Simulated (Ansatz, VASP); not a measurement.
## One calculation of Ta4S4Br, two programs

```
Ta S Br
1.0
     3.58159    0.00000    0.00000
    -1.79080    3.10175    0.00000
     0.00000    0.00000   14.43385
Ta S Br
4 4 1
Direct
  0.00000 0.00000 0.81074
  0.00000 0.00000 0.18926
  0.33333 0.66667 0.38478
  0.66667 0.33333 0.61522
  0.33333 0.66667 0.71298
  0.66667 0.33333 0.90850
  0.33333 0.66667 0.09150
  0.66667 0.33333 0.28702
  0.00000 0.00000 0.50000
```

Alike in both runs: task single point; functional PBE; dispersion D3(BJ); k mesh 6 × 6 × 2; occupations gaussian, width 0.1 eV; collinear spin.

|  | VASP | Ansatz |
| --- | --- | --- |
| version | VASP 6.6.1 | Ansatz 0.2.0 |
| potentials or method | VASP PAW PBE potentials, release 64 (Ta_pv, S, Br), cutoff 520 eV | scalar-relativistic, plane waves, PAW |
| valence electrons in the cell | 75 | 83 |

VASP gave:

| Property | Result |
| --- | --- |
| gap on the k mesh at the Fermi level (eV) | none |
| pressure (GPa) | -3.5 |
| traceless stress, the component that is largest in VASP (GPa) | 1.51 |
| rms of the force components (eV/Å) | 0.994 |
| net moment per atom (μB) | 0.00 |

Task: Which values does Ansatz return?

Result: gap on the k mesh at the Fermi level (eV): none; pressure (GPa): -3.7; traceless stress, the component that is largest in VASP (GPa): 1.49; rms of the force components (eV/Å): 0.994; net moment per atom (μB): 0.00.

Atom by atom the forces differ by 0.005 eV/Å (rms over components). A gap of «none» marks a metal or a gap that the smearing closes. VASP's potentials hold 75 valence electrons a cell and Ansatz's 83, so a difference there can come from the potentials and not from the codes. Ansatz's warnings: seeded moment not kept.

Spin-orbit coupling is off throughout.
